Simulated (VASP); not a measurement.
# GaAs (F-43m) in VASP: settings compared

GaAs is run at these levels: PBEsol, PBEsol-based global hybrid, PBE, PBE0; tasks: relaxation of cell and atoms, single point.

Program: VASP 6.6.1. These are calculated values, not measurements. Logs are shortened: lines on timing, memory, paths and dates and some standing lists are left out, and cuts for length are marked.

## (1) The cell of the first run

The structure is cubic, space group F-43m (No. 216). Conventional cell: a = 5.654 Å, b = 5.654 Å, c = 5.654 Å, α = 90.00°, β = 90.00°, γ = 90.00°. Within 3.2 Å of As (site symmetry -43m) lie 4 Ga at 2.45 Å. Ga (site symmetry -43m) has 4 As at 2.45 Å within 3.2 Å.

## (2) Relaxation of cell and atoms, PBEsol, target pressure 30 GPa, at which the enthalpy is minimised

File INCAR:

```
SYSTEM = GaAs
PREC = Accurate
ENCUT = 600
EDIFF = 1E-7
ISMEAR = -1
SIGMA = 0.05
LREAL = .FALSE.
LASPH = .TRUE.
NELM = 60
ALGO = Normal
ISIF = 3
LWAVE = .FALSE.
LCHARG = .FALSE.
GGA = PS
IBRION = 2
NSW = 80
EDIFFG = -0.02
PSTRESS = 300.0
```

File KPOINTS:

```
regular mesh
0
G
  8 8 8
  0 0 0
```

File POSCAR:

```
GaAs
1.0
    0.0000000000      2.8268500000      2.8268500000
    2.8268500000      0.0000000000      2.8268500000
    2.8268500000      2.8268500000      0.0000000000
As Ga
1 1
Direct
    0.7500000000      0.7500000000      0.7500000000
    0.0000000000      0.0000000000      0.0000000000
```

Potentials or basis: VASP PAW PBE potentials, release 64 (As, Ga_d).

On the command line:

```bash
> cat potpaw_PBE.64/As/POTCAR potpaw_PBE.64/Ga_d/POTCAR > POTCAR
> mpirun -np 1 vasp_std > vasp.out
```

OUTCAR:

```text
SYSTEM = GaAs
   PREC = Accurate
   ENCUT = 600
   EDIFF = 1E-7
   ISMEAR = -1
   LREAL = .FALSE.
   LASPH = .TRUE.
   NELM = 60
   ISIF = 3
   GGA = PS
   IBRION = 2
   NSW = 80
   EDIFFG = -0.02
   PSTRESS = 300.0

 ion  position               nearest neighbor table
   1  0.750  0.750  0.750-   2 2.45   2 2.45   2 2.45   2 2.45
   2  0.000  0.000  0.000-   1 2.45   1 2.45   1 2.45   1 2.45

  LATTYP: Found a face centered cubic cell.
 ALAT       =     5.6537000000

  Lattice vectors:

 A1 = (   0.0000000000,   2.8268500000,   2.8268500000)
 A2 = (   2.8268500000,   0.0000000000,   2.8268500000)
 A3 = (   2.8268500000,   2.8268500000,   0.0000000000)

Analysis of symmetry for initial positions (statically):
=====================================================================
 Subroutine PRICEL returns:
 Original cell was already a primitive cell.

 Routine SETGRP: Setting up the symmetry group for a
 face centered cubic supercell.

 Subroutine GETGRP returns: Found 24 space group operations
 (whereof 24 operations were pure point group operations)
 out of a pool of 48 trial point group operations.

The static configuration has the point symmetry T_d .

Analysis of symmetry for dynamics (positions and initial velocities):
=====================================================================
 Subroutine PRICEL returns:
 Original cell was already a primitive cell.

 Routine SETGRP: Setting up the symmetry group for a
 face centered cubic supercell.

 Subroutine GETGRP returns: Found 24 space group operations
 (whereof 24 operations were pure point group operations)
 out of a pool of 48 trial point group operations.

The dynamic configuration has the point symmetry T_d .

 Subroutine INISYM returns: Found 24 space group operations
 (whereof 24 operations are pure point group operations),
 and found     1 'primitive' translations

----------------------------------------------------------------------------------------

                                     Primitive cell

  volume of cell :      45.1792

  direct lattice vectors                    reciprocal lattice vectors
     0.000000000  2.826850000  2.826850000    -0.176875321  0.176875321  0.176875321
     2.826850000  0.000000000  2.826850000     0.176875321 -0.176875321  0.176875321
     2.826850000  2.826850000  0.000000000     0.176875321  0.176875321 -0.176875321

  length of vectors
     3.997769609  3.997769609  3.997769609     0.306357042  0.306357042  0.306357042

  position of ions in fractional coordinates (direct lattice)
     0.750000000  0.750000000  0.750000000
     0.000000000  0.000000000  0.000000000

  ion indices of the primitive-cell ions
   primitive index   ion index
                 1           1
                 2           2

----------------------------------------------------------------------------------------

 KPOINTS: regular mesh

Automatic generation of k-mesh.
 Grid dimensions read from file:
 generate k-points for:    8    8    8

 Generating k-lattice:

  Cartesian coordinates                     Fractional coordinates (reciprocal lattice)
    -0.022109415  0.022109415  0.022109415     0.125000000  0.000000000  0.000000000
     0.022109415 -0.022109415  0.022109415     0.000000000  0.125000000  0.000000000
     0.022109415  0.022109415 -0.022109415     0.000000000  0.000000000  0.125000000

  Length of vectors
     0.038294630  0.038294630  0.038294630

  Shift w.r.t. Gamma in fractional coordinates (k-lattice)
     0.000000000  0.000000000  0.000000000

 Subroutine IBZKPT returns following result:
 ===========================================

 Found     29 irreducible k-points:

 Following reciprocal coordinates:
            Coordinates               Weight
  0.000000  0.000000  0.000000      1.000000
  0.125000  0.000000  0.000000      8.000000
  0.250000  0.000000  0.000000      8.000000
  0.375000  0.000000  0.000000      8.000000
  0.500000  0.000000  0.000000      4.000000
  0.125000  0.125000  0.000000      6.000000
[... 16 lines left out ...]
  0.500000  0.250000  0.125000     48.000000
 -0.375000  0.250000  0.125000     24.000000
 [... further k-points ...]
   k-points           NKPTS =     29   k-points in BZ     NKDIM =     29   number of bands    NBANDS=     13
   number of dos      NEDOS =    301   number of ions     NIONS =      2
   total plane-waves  NPLWV =  32768
   dimension x,y,z NGX =    32 NGY =   32 NGZ =   32
   dimension x,y,z NGXF=    64 NGYF=   64 NGZF=   64
   ions per type =               1   1
   NGX,Y,Z   is equivalent  to a cutoff of  13.31, 13.31, 13.31 a.u.
   NGXF,Y,Z  is equivalent  to a cutoff of  26.61, 26.61, 26.61 a.u.
 SYSTEM =  GaAs
   PREC   = accura    normal or accurate (medium, high low for compatibility)
   ISTART =      0    job   : 0-new  1-cont  2-samecut
   ICHARG =      2    charge: 1-file 2-atom 10-const
   ISPIN  =      1    spin polarized calculation?
   LNONCOLLINEAR =      F non collinear calculations
   LSORBIT =      F    spin-orbit coupling
   LASPH  =      T    aspherical Exc in radial PAW
   ENCUT  =  600.0 eV  44.10 Ry    6.64 a.u.   7.98  7.98  7.98*2*pi/ulx,y,z
   NELM   =     60;   NELMIN=  2; NELMDL= -5     # of ELM steps
   EDIFF  = 0.1E-06   stopping-criterion for ELM
   LREAL  =      F    real-space projection
   EDIFFG = -.2E-01   stopping-criterion for IOM
   NSW    =     80    number of steps for IOM
   IBRION =      2    ionic relax: 0-MD 1-quasi-New 2-CG
   NFREE  =      1    steps in history (QN), initial steepest desc. (CG)
   ISIF   =      3    stress and relaxation
   ISYM   =      2    0-nonsym 1-usesym 2-fastsym
   POTIM  = 0.5000    time-step for ionic-motion
   TEBEG  =    0.0;   TEEND  =   0.0 temperature during run
   PSTRESS=  300.0 pullay stress
   NELECT =      18.0000    total number of electrons
   NUPDOWN=      -1.0000    fix difference up-down
   EMIN   =  10.00;   EMAX   =-10.00  energy-range for DOS
   EFERMI =   0.00;   METHOD = LEGACY
   ISMEAR =    -1;   SIGMA  =   0.05  broadening in eV -4-tet -1-fermi 0-gaus
   EFERMI_NEDOS =   21; number of points for ismear=-14 and -15
   IALGO  =     38    algorithm
   IMIX   =      4    mixing-type and parameters
     AMIX     =   0.40;   BMIX     =  1.00
     AMIX_MAG =   1.60;   BMIX_MAG =  1.00
  volume/ion in A,a.u.               =      22.59       152.44
  Fermi-wavevector in a.u.,A,eV,Ry     =   1.204628  2.276417 19.743799  1.451128
  Thomas-Fermi vector in A             =   2.340347
   LORBIT       =      0    0 simple, 1 ext, 2 COOP (PROOUT), +10 PAW based schemes
   GGA     = PS    functional components
   LHFCALC =     F    Hartree Fock is set to
   AEXX    =    0.0000 exact exchange contribution
   IVDW    =     0    specifies the selected vdW correction
   LEPSILON=     F    determine dielectric tensor
   LRPA    =     F    only Hartree local field effects (RPA)
 conjugate gradient relaxation of ions
 non-spin polarized calculation
  energy-cutoff  :      600.00
  volume of cell :       45.18
 maximum number of plane-waves:      1540
   NGX = 15   NGY = 15   NGZ = 15

--------------------------------------- Ionic step        1  -------------------------------------------

 number of electron      18.0000011 magnetization

 Free energy of the ion-electron system (eV)
  ---------------------------------------------------
  ext. energy  EPLUGINS =         0.00000000
  ---------------------------------------------------
  free energy    TOTEN  =        -9.08716607 eV

  energy without entropy =       -9.08712472  energy(sigma->0) =       -9.08714540

 E-fermi :   4.0626     XC(G=0):  -9.7723

 val. band max:        3.8057318980   @ k =   0.0000   0.0000   0.0000
 cond. band min:       4.2610154299   @ k =   0.0000   0.0000   0.0000
 fundamental gap:      0.4552835320
 Fermi energy:         4.0626099831

 k-point     1 :       0.0000    0.0000    0.0000
  band No.  band energies     occupation
      1     -10.9715      2.00000
      2     -10.9715      2.00000
      3     -10.9715      2.00000
      4     -10.8915      2.00000
      5     -10.8915      2.00000
      6      -8.9468      2.00000
      7       3.8057      1.98832
      8       3.8057      1.98832
      9       3.8057      1.98832
     10       4.2610      0.03712
     11       7.4949      0.00000
     12       7.4949      0.00000
     13       7.4949      0.00000
[... 904 lines left out ...]
  FREE ENERGIE OF THE ION-ELECTRON SYSTEM (eV)
  ---------------------------------------------------
  free  energy   TOTEN  =        -8.4235187962 eV

  energy  without entropy=       -8.4235153565  energy(sigma->0) =       -8.42351708

  enthalpy is  TOTEN    =        -1.7015804410 eV   P V=        6.7219383552

--------------------------------------- Ionic step        5  -------------------------------------------

 number of electron      17.9999999 magnetization

 Free energy of the ion-electron system (eV)
  ---------------------------------------------------
  ext. energy  EPLUGINS =         0.00000000
  ---------------------------------------------------
  free energy    TOTEN  =        -8.34389039 eV

  energy without entropy =       -8.34388576  energy(sigma->0) =       -8.34388808

 E-fermi :   6.8078     XC(G=0): -10.9016

 val. band max:        6.4208692069   @ k =   0.0000   0.0000   0.0000
 cond. band min:       7.2017009606   @ k =   0.5000   0.5000   0.0000
 fundamental gap:      0.7808317538
 Fermi energy:         6.8077568503

 k-point     1 :       0.0000    0.0000    0.0000
  band No.  band energies     occupation
      1      -9.0390      2.00000
      2      -9.0390      2.00000
      3      -9.0390      2.00000
      4      -8.8771      2.00000
      5      -8.8771      2.00000
      6      -8.3876      2.00000
      7       6.4209      1.99913
      8       6.4209      1.99913
      9       6.4209      1.99913
     10       8.8138      0.00000
     11      10.0917      0.00000
     12      10.0917      0.00000
     13      10.0917      0.00000
[... 390 lines left out ...]
 POSITION                                       TOTAL-FORCE (eV/Angst)
 -----------------------------------------------------------------------------------
      3.91130      3.91130      3.91130         0.000000      0.000000      0.000000
      0.00000      0.00000      0.00000        -0.000000     -0.000000     -0.000000
 -----------------------------------------------------------------------------------
    total drift:                               -0.000000     -0.000000     -0.000000

  FREE ENERGIE OF THE ION-ELECTRON SYSTEM (eV)
  ---------------------------------------------------
  free  energy   TOTEN  =        -8.3438903939 eV

  energy  without entropy=       -8.3438857608  energy(sigma->0) =       -8.34388808

  enthalpy is  TOTEN    =        -1.7044869541 eV   P V=        6.6394034398

 reached required accuracy - stopping structural energy minimisation
```

Run time: 89 s. Hardware: 1 thread of Intel Xeon Platinum 8488C (Sapphire Rapids), shared host; peak memory 0.21 GiB.

What came out:

```
Free energy                                            : -8.3439 eV
Relaxed volume                                         : 17.73 Å³/atom
Relaxed cell                                           : a = 3.688 Å, b = 3.688 Å, c = 3.688 Å, α = 60.00°, β = 60.00°, γ = 60.00°
Space group after relaxing (to 0.05 Å)                 : F-43m (No. 216)
Energy change on relaxing (the enthalpy is what falls) : +371.6 meV/atom
Ionic steps                                            : 5
Pressure after relaxing                                : 30.1 GPa
Band gap on the k mesh                                 : 0.78 eV, indirect (least direct gap 2.39 eV)
```

The path:
```tsv
step	energy change (eV)	largest force (eV/Å)	pressure (GPa)	volume (Å³)
1	0.0000	0.0000	0.31	45.18
2	8.1436	0.0000	213.65	22.96
3	0.5418	0.0000	24.24	36.65
4	0.6636	0.0000	27.78	35.90
5	0.7433	0.0000	30.08	35.46
```

Final structure:
```xyz
2
Lattice="0.0000 2.6075 2.6075 2.6075 0.0000 2.6075 2.6075 2.6075 0.0000" Properties=species:S:1:pos:R:3 pbc="T T T"
As    3.9113    3.9113    3.9113
Ga    0.0000    0.0000    0.0000
```

Levels at points of the mesh, in eV from the valence-band top:
```tsv
k point	band 7	band 8	band 9	band 10	band 11	band 12
(0.00, 0.00, 0.00)	0.00	0.00	0.00	2.39	3.67	3.67
(0.50, 0.00, 0.00)	-8.29	-1.58	-1.58	1.66	4.56	4.56
(0.50, 0.50, 0.00)	-8.18	-3.70	-3.70	0.78	1.28	12.16
```

Caveat: the cell is relaxed towards a set pressure, so the enthalpy falls and the energy may rise; the volume moved by over 15 % at a fixed basis, so the end points are rough; the PAW data sets were made with another functional, which shifts forces and pressure a little. As with any semilocal functional, this PBEsol gap is likely too small.

## (3) Single point, PBEsol-based global hybrid

POSCAR is that of step 2.

File INCAR.step1:

```
SYSTEM = GaAs
ALGO = Normal
EDIFF = 1E-5
ENCUT = 520
GGA = PE
ISIF = 2
ISMEAR = -1
LASPH = .TRUE.
LCHARG = .FALSE.
LREAL = .FALSE.
LWAVE = .TRUE.
NBANDS = 16
NELM = 60
PREC = Accurate
SIGMA = 0.05
```

File INCAR.step2:

```
SYSTEM = GaAs
AEXX = 0.25
ALGO = Normal
EDIFF = 1E-7
ENCUT = 520
GGA = PS
ISIF = 2
ISMEAR = -1
ISTART = 1
LASPH = .TRUE.
LCHARG = .FALSE.
LHFCALC = .TRUE.
LREAL = .FALSE.
LWAVE = .FALSE.
NBANDS = 16
NELM = 60
PREC = Accurate
PRECFOCK = Normal
SIGMA = 0.05
```

File KPOINTS:

```
k-points
0
G
  4 4 4
  0 0 0
```

Potentials or basis: VASP PAW PBE potentials, release 64 (As, Ga_d).

On the command line:

```bash
> cat potpaw_PBE.64/As/POTCAR potpaw_PBE.64/Ga_d/POTCAR > POTCAR
> cp INCAR.step1 INCAR
> mpirun -np 1 vasp_std > vasp.out
> cp INCAR.step2 INCAR
> mpirun -np 1 vasp_std > vasp.out
```

Wall time 7.2 min (1 thread of Intel Xeon Platinum 8488C (Sapphire Rapids), shared host); peak memory 0.19 GiB.

It converged, with:

```
Free energy            : -11.2094 eV
Pressure               : -1.2 GPa
Band gap on the k mesh : 2.10 eV, direct
```

Levels at points of the mesh, in eV from the valence-band top:
```
           k point  band 5  band 6  band 7  band 8  band 9  band 10  band 11  band 12  band 13  band 14
(0.00, 0.00, 0.00)  -17.33  -14.03    0.00    0.00    0.00     2.10     5.25     5.25     5.25     9.16
(0.50, 0.00, 0.00)  -17.33  -12.09   -7.29   -1.24   -1.24     2.45     6.17     6.17     9.26    12.25
(0.50, 0.50, 0.00)  -17.32  -11.26   -7.46   -2.94   -2.94     2.71     3.01    12.25    12.25    12.94
```

Caveat: the k points lie up to 0.48 Å⁻¹ apart; the PAW data sets were made with another functional, which shifts forces and pressure a little. A k mesh can miss the band edges.

## (4) Single point, PBE

File INCAR:

```
PREC = Accurate
ENCUT = 520
EDIFF = 1E-6
ISMEAR = 0
SIGMA = 0.017
LREAL = F
LASPH = T
NELM = 100
ALGO = Normal
ISIF = 2
LWAVE = F
LCHARG = F
GGA = PE
NBANDS = 16
```

File KPOINTS:

```
Automatic mesh
0
Gamma
  8 8 8
```

POSCAR is that of step 3.

On the command line:

```bash
> cat potpaw_PBE.64/As/POTCAR potpaw_PBE.64/Ga_d/POTCAR > POTCAR
> mpirun -np 1 vasp_std > vasp.out
```

Wall time 9.8 s (1 thread of Intel Xeon 6975P-C (Granite Rapids), shared host); peak memory 0.17 GiB.

It converged, with:

```
Free energy            : -8.2471 eV
Pressure               : 3.4 GPa
Band gap on the k mesh : 0.52 eV, direct
```

Levels at points of the mesh, in eV from the valence-band top:
| k point | band 5 | band 6 | band 7 | band 8 | band 9 | band 10 | band 11 | band 12 | band 13 | band 14 |
| --- | --- | --- | --- | --- | --- | --- | --- | --- | --- | --- |
| (0.00, 0.00, 0.00) | -14.73 | -12.73 | 0.00 | 0.00 | 0.00 | 0.52 | 3.73 | 3.73 | 3.73 | 7.59 |
| (0.50, 0.00, 0.00) | -14.73 | -10.96 | -6.64 | -1.14 | -1.14 | 1.00 | 4.63 | 4.63 | 7.75 | 10.40 |
| (0.50, 0.50, 0.00) | -14.72 | -10.22 | -6.82 | -2.68 | -2.68 | 1.46 | 1.65 | 10.17 | 10.17 | 10.98 |

A k mesh can miss the band edges. Expect the measured gap to be larger: semilocal functionals such as PBE lack the derivative discontinuity.

(Continued in part 2 of 2.)
